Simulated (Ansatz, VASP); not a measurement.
**Two plane-wave programs on TaN**

```
Ta N
1.0
     0.00000    2.17900    2.17900
     2.17900    0.00000    2.17900
     2.17900    2.17900    0.00000
Ta N
1 1
Direct
  0.50000 0.50000 0.50000
  0.98279 0.98279 0.01721
```

Change from the starting cell: all N atoms moved +0.075 Å, as atom 2 towards its neighbour atom 1 (Ta) at 2.179 Å.

Alike in both runs: task single point; functional r2SCAN; k mesh 18 × 18 × 18; occupations gaussian, width 0.15 eV; no spin polarisation.

```csv
,VASP,Ansatz
version,VASP 6.6.1,Ansatz 0.2.0
potentials or method,"VASP PAW PBE potentials, release 64 (Ta_sv_GW, N), cutoff 770 eV","scalar-relativistic, plane waves, PAW"
valence electrons in the cell,18,18
```

```tsv
	VASP	Ansatz	Ansatz less VASP
gap on the k mesh at the Fermi level (eV)	none	none	-
pressure (GPa)	10.9	10.8	-0.09
traceless stress, the component that is largest in VASP (GPa)	2.04	1.99	-0.042
rms of the force components (eV/Å)	0.402	0.397	-0.0050
```

VASP's potentials were made for PBE, not for r2SCAN. Atom by atom the forces differ by 0.005 eV/Å (rms over components). A gap of «none» marks a metal or a gap that the smearing closes.

Neither program's run includes spin-orbit coupling.
